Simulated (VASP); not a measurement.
## FeGe16: single point with PBEsol+U

The system is FeGe16.

```
Fe Ge
1.0
     0.00000    5.65754    5.65754
     5.65754    0.00000    5.65754
     5.65754    5.65754    0.00000
Fe Ge
1 16
Direct
  0.25000 0.25000 0.25000
  0.00000 0.00000 0.00000
  0.99761 0.99761 0.50239
  0.99761 0.50239 0.99761
  0.99761 0.50239 0.50239
  0.50239 0.99761 0.99761
  0.50239 0.99761 0.50239
  0.50239 0.50239 0.99761
  0.50000 0.50000 0.50000
  0.12422 0.12422 0.12422
  0.12422 0.12422 0.62734
  0.12422 0.62734 0.12422
  0.12777 0.62408 0.62408
  0.62734 0.12422 0.12422
  0.62408 0.12777 0.62408
  0.62408 0.62408 0.12777
  0.62408 0.62408 0.62408
```

```json
{
  "Program": "VASP 6.6.1",
  "Task": "single point",
  "Functional": "PBEsol",
  "Potentials or basis": "VASP PAW PBE potentials, release 64 (Fe, Ge_d)",
  "Cutoff": "600 eV",
  "k mesh": "3 × 3 × 3",
  "Occupations": "gaussian, width 0.05 eV",
  "Spin": "collinear spin, zero start",
  "Starting moments": "[0.0, 0.0, 0.0, 0.0, 0.0, 0.0, 0.0, 0.0, 0.0, 0.0, 0.0, 0.0, 0.0, 0.0, 0.0, 0.0, 0.0] μB",
  "Fixed moment": "0 μB",
  "Hubbard terms": "Fe d U = 4.0 eV"
}
```

* Pressure: 1.8 GPa
* Largest force: 0.376 eV/Å
* Net moment: 0.00 μB per cell
* Valence electrons inside the program's atomic spheres: Fe 7.28; Ge 12.42, 12.43, 12.44

Forces in eV/Å, atoms in the order of the input:
```
Fe   0.000  0.000  0.000
Ge   0.000  0.000  0.000
Ge   0.000  0.000  0.376
Ge   0.000  0.376  0.000
Ge  -0.376  0.000  0.000
Ge   0.376  0.000  0.000
Ge   0.000 -0.376  0.000
Ge   0.000  0.000 -0.376
Ge   0.000  0.000  0.000
Ge   0.000  0.000  0.000
Ge   0.000  0.000  0.000
Ge   0.000  0.000  0.000
Ge  -0.118  0.118  0.118
Ge   0.000  0.000  0.000
Ge   0.118 -0.118  0.118
Ge   0.118  0.118 -0.118
Ge  -0.118 -0.118 -0.118
```

Eigenvalues of the final occupation matrices:
```tsv
site	spin	trace	eigenvalues
site 1 d	1	3.33	0.41 0.41 0.84 0.84 0.84
site 1 d	2	3.33	0.41 0.41 0.84 0.84 0.84
```

It took 23 min on 1 thread of Intel Xeon 6975P-C, with other jobs on the host, peak memory 0.96 GiB.

Caveat: the PAW data sets were made with another functional, which shifts forces and pressure a little; the total moment is fixed, so each spin has its own Fermi level; the U is typed as a test and isn't derived for this compound.
